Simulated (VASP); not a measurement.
# Ga32HO48 (a cell with a defect) (H interstitial hop between voids) in VASP: a series of runs

The runs below take Ga32HO48 (a cell with a defect) (H interstitial hop between voids) through single point, with PBE.

All numbers are computed with VASP 6.6.1; they aren't measurements. Logs are shortened: lines on timing, memory, paths and dates and some standing lists are left out, and cuts for length are marked.

**1. The cell of the first run**

The cell holds a defect, 81 atoms: a = 10.798 Å, b = 10.798 Å, c = 10.798 Å, α = 55.86°, β = 55.86°, γ = 55.86°.

**2. Single point, PBE**

The input, INCAR:

```
PREC = Accurate ; ENCUT = 520
EDIFF = 1E-7 ; ISMEAR = -1
SIGMA = 0.01 ; LREAL = Auto
LASPH = True ; NELM = 80
ALGO = Normal ; ISIF = 2
LWAVE = False ; LCHARG = False
GGA = PE ; NELECT = 704.0
NBANDS = 398
```

The input, KPOINTS:

```
Automatic mesh
0
Gamma
  1 1 1
```

The input, POSCAR:

```
Ga32HO48
1.0
    5.0579508900      2.9202093400      9.0826160100
   -5.0579508900      2.9202093400      9.0826160100
    0.0000000000     -5.8404185800      9.0826160400
Ga O H
32 48 1
Direct
    0.4272317927      0.4230809022      0.4292166801
    0.3203351946      0.3201871109      0.3228830593
    0.0689728125      0.0717806689      0.0718434176
    0.1723969929      0.1867711934      0.1674404461
    0.4261282945      0.4286961328      0.9289007632
    0.3222955071      0.3255270530      0.8183397175
    0.0613486066      0.0828762969      0.5883064481
    0.1790841006      0.1804615359      0.6810413451
    0.4316097302      0.9204420763      0.4351561928
    0.3375592896      0.8076850484      0.3096468494
    0.0722467217      0.5724619383      0.0720691924
    0.1774700973      0.6769876005      0.1787249210
    0.4282758282      0.9283653022      0.9270337436
    0.3206160702      0.8218119211      0.8238280912
    0.0713969376      0.5705352358      0.5740119963
    0.1771163483      0.6818812334      0.6773841133
    0.9250441281      0.4302386121      0.4281657696
    0.8199738007      0.3225733604      0.3231221984
    0.5673961649      0.0719142880      0.0741257411
    0.6771516870      0.1767344123      0.1778239262
    0.9274102203      0.4300093845      0.9268798690
    0.8182742369      0.3235276381      0.8251972755
    0.5725856474      0.0711157725      0.5729568613
    0.6760561305      0.1783472648      0.6789578042
    0.9243767148      0.9283180342      0.4259791445
    0.8221800644      0.8212672442      0.3218826107
    0.5718838627      0.5695006841      0.0718961849
    0.6828045982      0.6756793808      0.1750103336
    0.9243189074      0.9261459319      0.9326627248
    0.8209258250      0.8243797929      0.8205848206
    0.5718215681      0.5704253505      0.5737219130
    0.6776788300      0.6781329665      0.6782723219
    0.3718282978      0.2239844345      0.0277848075
    0.1951117158      0.0389091315      0.3830721777
    0.0247150582      0.3768278088      0.2226804831
    0.1211774279      0.2796985400      0.4772765355
    0.4638459079      0.1205944533      0.2813374040
    0.2750171995      0.4727759405      0.1266220052
    0.3748542461      0.2226605976      0.5271140048
    0.2231355348      0.0263194681      0.8762255238
    0.0258219992      0.3755025395      0.7253816842
    0.1253467337      0.2779245298      0.9698281780
    0.4719588817      0.1263232601      0.7761788023
    0.2756297057      0.4776955268      0.6216986557
    0.3744152564      0.7227889434      0.0281955736
    0.2218383738      0.5289194495      0.3762512870
    0.0255525907      0.8750877273      0.2232191496
    0.1283154496      0.7922210653      0.4660289826
    0.4798405274      0.6151712205      0.2748981964
    0.2770006948      0.9734052422      0.1256144720
    0.3750607127      0.7269279092      0.5232639450
    0.2222102756      0.5284149094      0.8741071562
    0.0251767186      0.8788856797      0.7231638284
    0.1235071863      0.7771624060      0.9747417377
    0.4713859602      0.6255839777      0.7773204602
    0.2747843733      0.9744574379      0.6256360833
    0.8728775086      0.2236974214      0.0274729200
    0.7204054565      0.0260240605      0.3754474816
    0.5248027340      0.3719034637      0.2236983182
    0.6243683572      0.2762178832      0.4734753705
    0.9702979222      0.1266989840      0.2749865595
    0.7779255190      0.4730360423      0.1236987769
    0.8712422594      0.2258267402      0.5300329243
    0.7206181025      0.0271449795      0.8766795849
    0.5244894729      0.3756744654      0.7239967619
    0.6217944412      0.2760542317      0.9759788622
    0.9704063243      0.1246968477      0.7845835788
    0.7754047535      0.4733001991      0.6270218162
    0.8755553178      0.7237794274      0.0259861958
    0.7217995193      0.5276475749      0.3751013809
    0.5219887881      0.8731315806      0.2261546006
    0.6272516926      0.7737916682      0.4751999998
    0.9721257778      0.6252129591      0.2774476652
    0.7719558146      0.9727359373      0.1281709759
    0.8766966946      0.7235230049      0.5269701941
    0.7229482179      0.5270576247      0.8749430656
    0.5260415564      0.8749162368      0.7235957448
    0.6248192520      0.7768776679      0.9736210443
    0.9742132920      0.6280594763      0.7732794904
    0.7767411923      0.9739026558      0.6236312460
    0.1338895817     -0.0272800338      0.4228870181
```

Potentials or basis: VASP PAW PBE potentials, release 64 (Ga_d, O, H).

Run with:

```console
$ cat potpaw_PBE.64/Ga_d/POTCAR potpaw_PBE.64/O/POTCAR potpaw_PBE.64/H/POTCAR > POTCAR
$ mpirun -np 1 vasp_gam > vasp.out
```

OUTCAR:

```text
PREC = Accurate
   ENCUT = 520
   EDIFF = 1E-7
   ISMEAR = -1
   LREAL = Auto
   LASPH = True
   NELM = 80
   ISIF = 2
   GGA = PE
   NELECT = 704.0

 ion  position               nearest neighbor table
   1  0.427  0.423  0.429-  60 1.94  49 1.94  44 1.95  39 2.06  46 2.10  59 2.11   2 2.87
   2  0.320  0.320  0.323-  38 1.95  37 1.95  36 1.95  59 2.10  39 2.12  46 2.15   1 2.87
   3  0.069  0.072  0.072-  57 1.94  47 1.94  40 1.94  61 2.10  42 2.13  50 2.15   4 2.85
   4  0.172  0.187  0.167-  33 1.93  35 1.93  34 2.01  42 2.02  61 2.10  50 2.11   3 2.85
   5  0.426  0.429  0.929-  66 1.95  55 1.95  38 1.95  52 2.11  65 2.11  33 2.12   6 2.88
   6  0.322  0.326  0.818-  43 1.95  44 1.95  42 1.96  65 2.08  52 2.10  33 2.13   5 2.88
   7  0.061  0.083  0.588-  63 1.95  53 1.96  67 1.98  34 2.01  36 2.05  56 2.08   8 2.80  29 2.91

   8  0.179  0.180  0.681-  39 1.93  41 1.93  40 1.93  36 2.13  56 2.14  67 2.15   7 2.80
   9  0.432  0.920  0.435-  72 1.91  37 1.93  56 1.94  51 2.05  71 2.14  34 2.37
  10  0.338  0.808  0.310-  49 1.86  50 1.93  48 1.95  71 2.03  51 2.15  34 2.40  28 2.88
  11  0.072  0.572  0.072-  35 1.95  69 1.95  52 1.95  38 2.10  54 2.10  73 2.11  12 2.87
  12  0.177  0.677  0.179-  46 1.95  45 1.95  47 1.96  38 2.10  54 2.10  73 2.11  11 2.87
  13  0.428  0.928  0.927-  43 1.95  78 1.95  50 1.96  40 2.10  77 2.10  45 2.12  14 2.88
  14  0.321  0.822  0.824-  54 1.95  55 1.95  56 1.96  40 2.10  45 2.11  77 2.11  13 2.88
  15  0.071  0.571  0.574-  41 1.94  46 1.94  75 1.94  44 2.09  79 2.09  48 2.28  16 2.91
[... 10 lines left out ...]
  26  0.822  0.821  0.322-  73 1.94  72 1.94  74 1.94  47 2.10  58 2.10  75 2.12  25 2.85
[... 5 lines left out ...]
  30  0.821  0.824  0.821-  80 1.94  78 1.95  79 1.96  64 2.10  53 2.12  69 2.12  29 2.88
  31  0.572  0.570  0.574-  65 1.94  70 1.95  51 1.98  68 2.10  55 2.11  72 2.11  32 2.89
  32  0.678  0.678  0.678-  76 1.95  77 1.95  75 1.97  72 2.08  68 2.10  55 2.12  31 2.89
  33  0.372  0.224  0.028-   4 1.93  19 1.94   5 2.12   6 2.13
  34  0.195  0.039  0.383-  81 1.00   7 2.01   4 2.01   9 2.37  10 2.40
  35  0.025  0.377  0.223-   4 1.93  11 1.95  18 2.11  17 2.12
  36  0.121  0.280  0.477-   2 1.95  17 1.96   7 2.05   8 2.13
  37  0.464  0.121  0.281-   9 1.93   2 1.95  19 2.09  20 2.20
  38  0.275  0.473  0.127-   2 1.95   5 1.95  11 2.10  12 2.10
  39  0.375  0.223  0.527-   8 1.93  23 1.96   1 2.06   2 2.12
  40  0.223  0.026  0.876-   8 1.93   3 1.94  13 2.10  14 2.10
[... 38 lines left out ...]
  79  0.974  0.628  0.773-  30 1.96  21 1.97  15 2.09  16 2.10
  80  0.777  0.974  0.624-  30 1.94  25 1.95  23 2.09  24 2.11
  81  0.134  0.973  0.423-  34 1.00

  LATTYP: Found a trigonal (rhomboedric) cell.
 ALAT       =    10.7983518826
 COS(alpha) =     0.5612023825

  Lattice vectors:

 A1 = (   5.0579508900,   2.9202093400,   9.0826160100)
 A2 = (  -5.0579508900,   2.9202093400,   9.0826160100)
 A3 = (   0.0000000000,  -5.8404185800,   9.0826160400)

Analysis of symmetry for initial positions (statically):
=====================================================================
 Subroutine PRICEL returns:
 Original cell was already a primitive cell.

 Routine SETGRP: Setting up the symmetry group for a
 trigonal (rhombohedral) supercell.

 Subroutine GETGRP returns: Found  1 space group operations
 (whereof  1 operations were pure point group operations)
 out of a pool of 12 trial point group operations.

The static configuration has the point symmetry C_1 .

Analysis of symmetry for dynamics (positions and initial velocities):
=====================================================================
 Subroutine PRICEL returns:
 Original cell was already a primitive cell.

 Routine SETGRP: Setting up the symmetry group for a
 trigonal (rhombohedral) supercell.

 Subroutine GETGRP returns: Found  1 space group operations
 (whereof  1 operations were pure point group operations)
 out of a pool of 12 trial point group operations.
[... 206 lines left out ...]
  Shift w.r.t. Gamma in fractional coordinates (k-lattice)
     0.000000000  0.000000000  0.000000000

 Subroutine IBZKPT returns following result:
 ===========================================

 Found      1 irreducible k-points:

 Following reciprocal coordinates:
            Coordinates               Weight
  0.000000  0.000000  0.000000      1.000000
   k-points           NKPTS =      1   k-points in BZ     NKDIM =      1   number of bands    NBANDS=    398
   number of dos      NEDOS =    301   number of ions     NIONS =     81
   total plane-waves  NPLWV = 512000
   dimension x,y,z NGX =    80 NGY =   80 NGZ =   80
   dimension x,y,z NGXF=   160 NGYF=  160 NGZF=  160
   ions per type =              32  48   1
   NGX,Y,Z   is equivalent  to a cutoff of  12.32, 12.32, 12.32 a.u.
   NGXF,Y,Z  is equivalent  to a cutoff of  24.63, 24.63, 24.63 a.u.
 SYSTEM =  unknown system
   PREC   = accura    normal or accurate (medium, high low for compatibility)
   ISTART =      0    job   : 0-new  1-cont  2-samecut
   ICHARG =      2    charge: 1-file 2-atom 10-const
   ISPIN  =      1    spin polarized calculation?
   LNONCOLLINEAR =      F non collinear calculations
   LSORBIT =      F    spin-orbit coupling
   LASPH  =      T    aspherical Exc in radial PAW
   ENCUT  =  520.0 eV  38.22 Ry    6.18 a.u.  20.08 20.08 20.08*2*pi/ulx,y,z
   NELM   =     80;   NELMIN=  2; NELMDL= -5     # of ELM steps
   EDIFF  = 0.1E-06   stopping-criterion for ELM
   LREAL  =      T    real-space projection
   EDIFFG = 0.1E-05   stopping-criterion for IOM
   NSW    =      0    number of steps for IOM
   IBRION =     -1    ionic relax: 0-MD 1-quasi-New 2-CG
   NFREE  =      0    steps in history (QN), initial steepest desc. (CG)
   ISIF   =      2    stress and relaxation
   ISYM   =      2    0-nonsym 1-usesym 2-fastsym
   POTIM  = 0.5000    time-step for ionic-motion
   TEBEG  =    0.0;   TEEND  =   0.0 temperature during run
   PSTRESS=    0.0 pullay stress
   NELECT =     704.0000    total number of electrons
   NUPDOWN=      -1.0000    fix difference up-down
   EMIN   =  10.00;   EMAX   =-10.00  energy-range for DOS
   EFERMI =   0.00;   METHOD = LEGACY
   ISMEAR =    -1;   SIGMA  =   0.01  broadening in eV -4-tet -1-fermi 0-gaus
   EFERMI_NEDOS =   21; number of points for ismear=-14 and -15
   IALGO  =     38    algorithm
   IMIX   =      4    mixing-type and parameters
     AMIX     =   0.40;   BMIX     =  1.00
     AMIX_MAG =   1.60;   BMIX_MAG =  1.00
  volume/ion in A,a.u.               =       9.94        67.06
  Fermi-wavevector in a.u.,A,eV,Ry     =   1.565605  2.958564 33.349487  2.451118
  Thomas-Fermi vector in A             =   2.668056
   LORBIT       =      0    0 simple, 1 ext, 2 COOP (PROOUT), +10 PAW based schemes
   GGA     = PE    functional components
   LHFCALC =     F    Hartree Fock is set to
   AEXX    =    0.0000 exact exchange contribution
   IVDW    =     0    specifies the selected vdW correction
   LEPSILON=     F    determine dielectric tensor
   LRPA    =     F    only Hartree local field effects (RPA)
 non-spin polarized calculation
  energy-cutoff  :      520.00
  volume of cell :      804.92
 maximum number of plane-waves:     10826
   NGX = 41   NGY = 41   NGZ = 41

 number of electron     704.0000005 magnetization

 Free energy of the ion-electron system (eV)
  ---------------------------------------------------
  ext. energy  EPLUGINS =         0.00000000
  ---------------------------------------------------
  free energy    TOTEN  =      -483.40554550 eV

  energy without entropy =     -483.40554550  energy(sigma->0) =     -483.40554550

 E-fermi :   4.3420     XC(G=0): -11.9572

 val. band max:        4.0244361048   @ k =   0.0000   0.0000   0.0000
 cond. band min:       6.5060908548   @ k =   0.0000   0.0000   0.0000
 fundamental gap:      2.4816547500
 Fermi energy:         4.3419629151

 k-point     1 :       0.0000    0.0000    0.0000
  band No.  band energies     occupation
      1     -15.2369      2.00000
      2     -14.4622      2.00000
      3     -13.8092      2.00000
      4     -13.7503      2.00000
      5     -13.7200      2.00000
      6     -13.7000      2.00000
[... 356 lines left out ...]
    363      10.2396      0.00000
    364      10.2628      0.00000
 [bands above 364 left out]

------------------------ aborting loop because EDIFF is reached ----------------------------------------

  FORCE on cell =-STRESS in cart. coord.  units (eV):
  Direction    XX          YY          ZZ          XY          YZ          ZX
  --------------------------------------------------------------------------------------
  -------------------------------------------------------------------------------------
  Total       -0.8877930     -4.8337039     -6.2148482      0.5538885     -1.6161237     -1.0886581
  in kB       -1.7671423     -9.6214347    -12.3705873      1.1025090     -3.2168764     -2.1669620
  external PRESSURE =      -7.9197214 kB  Pullay stress =       0.0000000 kB

 VOLUME and BASIS-vectors are now :
 -----------------------------------------------------------------------------
  energy-cutoff  :      520.00
  volume of cell :      804.92
      direct lattice vectors                 reciprocal lattice vectors
     5.057950890  2.920209340  9.082616010     0.098854262  0.057073535  0.036700146
    -5.057950890  2.920209340  9.082616010    -0.098854262  0.057073535  0.036700146
     0.000000000 -5.840418580  9.082616040     0.000000000 -0.114147069  0.036700146

 POSITION                                       TOTAL-FORCE (eV/Angst)
 -----------------------------------------------------------------------------------
      0.02100     -0.02371     11.62147         0.002164      0.005358      0.012393
      0.00075     -0.01531      8.75024        -0.000966     -0.001839     -0.008090
     -0.01420     -0.00857      1.93094        -0.001283      0.005411     -0.008774
     -0.07270      0.07092      4.78298         0.006507      0.002586      0.020408
     -0.01299     -2.92890     16.20089         0.000029     -0.002610      0.008630
     -0.01635     -2.88767     13.31659         0.000423     -0.003842     -0.012367
[... 73 lines left out ...]
     -0.99723      1.46998     21.56463         0.002455      0.002178      0.004249
     -4.24276      0.76169     13.89183         0.005954     -0.065610     -0.079625
 -----------------------------------------------------------------------------------
    total drift:                               -0.000718     -0.008033     -0.003932

  FREE ENERGIE OF THE ION-ELECTRON SYSTEM (eV)
  ---------------------------------------------------
  free  energy   TOTEN  =      -483.4055455024 eV

  energy  without entropy=     -483.4055455024  energy(sigma->0) =     -483.40554550
```

Wall time 11 min (1 thread of Intel Xeon 6975P-C (Granite Rapids), shared host); peak memory 1 GiB.

Results:

| Item | Value |
| --- | --- |
| Free energy | -483.4055 eV |
| Largest force | 0.103 eV/Å |

Forces in eV/Å, atoms in the order of the input:
```
Ga   0.002  0.005  0.012
Ga  -0.001 -0.002 -0.008
Ga  -0.001  0.005 -0.009
Ga   0.007  0.003  0.020
Ga   0.000 -0.003  0.009
Ga   0.000 -0.004 -0.012
Ga   0.000  0.002 -0.002
Ga  -0.002 -0.003  0.006
Ga  -0.022  0.007 -0.005
Ga   0.003  0.001 -0.003
Ga  -0.001  0.000 -0.009
Ga   0.001 -0.001  0.009
Ga   0.002  0.002  0.007
Ga  -0.002 -0.002 -0.008
Ga  -0.005  0.007  0.000
Ga   0.001 -0.001  0.007
Ga   0.000  0.001  0.012
Ga  -0.004 -0.002 -0.009
Ga   0.001  0.002 -0.009
Ga  -0.003 -0.006  0.002
Ga   0.001 -0.001  0.010
Ga   0.003  0.002 -0.010
Ga  -0.002 -0.001 -0.013
Ga  -0.003 -0.002  0.008
Ga  -0.002 -0.005  0.008
Ga   0.000 -0.003 -0.013
Ga   0.003  0.002 -0.011
Ga  -0.003 -0.001  0.011
Ga  -0.003  0.002  0.016
Ga   0.000  0.000 -0.009
Ga   0.005 -0.001 -0.009
Ga   0.000 -0.001  0.012
O    0.001  0.002  0.002
O    0.024  0.050  0.064
O    0.002 -0.007  0.002
O   -0.001  0.008  0.004
O   -0.002  0.005  0.003
O    0.001  0.003  0.000
O    0.002  0.001 -0.002
O    0.004  0.001  0.000
O    0.001 -0.001 -0.007
O   -0.001  0.006 -0.010
O   -0.001 -0.003 -0.001
O   -0.001  0.003  0.003
O   -0.002  0.001  0.002
O    0.001  0.004 -0.003
O    0.004  0.003  0.003
O   -0.002 -0.009 -0.004
O    0.004 -0.009  0.003
O   -0.011 -0.004  0.003
O   -0.005 -0.004 -0.012
O   -0.002  0.001  0.001
O    0.001  0.007 -0.003
O    0.002  0.002 -0.001
O   -0.001  0.002 -0.001
O   -0.003  0.001  0.000
O    0.001  0.002  0.005
O   -0.003  0.000 -0.002
O   -0.004  0.002  0.000
O    0.003 -0.001  0.003
O    0.006 -0.005  0.002
O    0.001  0.000 -0.002
O    0.006  0.004 -0.005
O    0.000  0.002 -0.001
O    0.002  0.002  0.006
O   -0.001  0.001 -0.001
O    0.000 -0.011  0.012
O    0.002  0.002 -0.002
O   -0.001  0.003 -0.003
O   -0.003 -0.003 -0.001
O   -0.003  0.005  0.009
O    0.000  0.003 -0.001
O    0.001  0.003  0.000
O    0.000  0.001 -0.001
O   -0.004 -0.003 -0.001
O   -0.002  0.001  0.001
O    0.000 -0.001  0.001
O    0.001 -0.004 -0.003
O   -0.001 -0.001  0.002
O    0.002  0.002  0.004
H    0.006 -0.066 -0.080
```

Caveat: the k points lie up to 0.75 Å⁻¹ apart; the cell carries a net charge on a neutralising background, which shifts energy and pressure; the cell is charged against a uniform background, so pressure and absolute levels hang on convention.

(Continued in part 2 of 3.)
